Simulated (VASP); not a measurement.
Here is a VASP 6.6.1 calculation.

The input INCAR:

```
SYSTEM = Pt
PREC = Accurate
ENCUT = 520
EDIFF = 1E-6
ISMEAR = 0
SIGMA = 0.15
LREAL = .FALSE.
LASPH = .TRUE.
NELM = 80
ALGO = Fast
ISIF = 2
LWAVE = .FALSE.
LCHARG = .TRUE.
GGA = CA
LELF = .TRUE.
LVHAR = .TRUE.
NBANDS = 17
```

File KPOINTS:

```
Automatic mesh
0
G
  21 21 10
  0 0 0
```

The input POSCAR:

```
Pt
1.0
    2.7082945876      0.0000000000      0.0000000000
   -1.3541472938      2.3454519138      0.0000000000
    0.0000000000      0.0000000000      4.6765103647
Pt
2
Direct
    0.6666666667      0.3333333333      0.7500000000
    0.3333333333      0.6666666667      0.2500000000
```

Potentials or basis: VASP PAW LDA potentials, release 64 (Pt).

The run is started by

```console
$ cat potpaw_LDA.64/Pt/POTCAR > POTCAR
$ mpirun -np 1 vasp_std > vasp.out
```

**Question.** What does it give for the pressure?

**Answer.** 0.9 GPa.

**Question.** Estimate the band gap on the k mesh.

**Answer.** Zero (band 10 reaches 11.92 eV, above the bottom of band 11 at 10.54 eV).

Stress tensor (GPa, compression positive):
```
1.32 0.00 0.00
0.00 1.32 0.00
0.00 0.00 0.11
```

Caveat: spin-orbit coupling is left out, which moves the levels of the heavy elements.
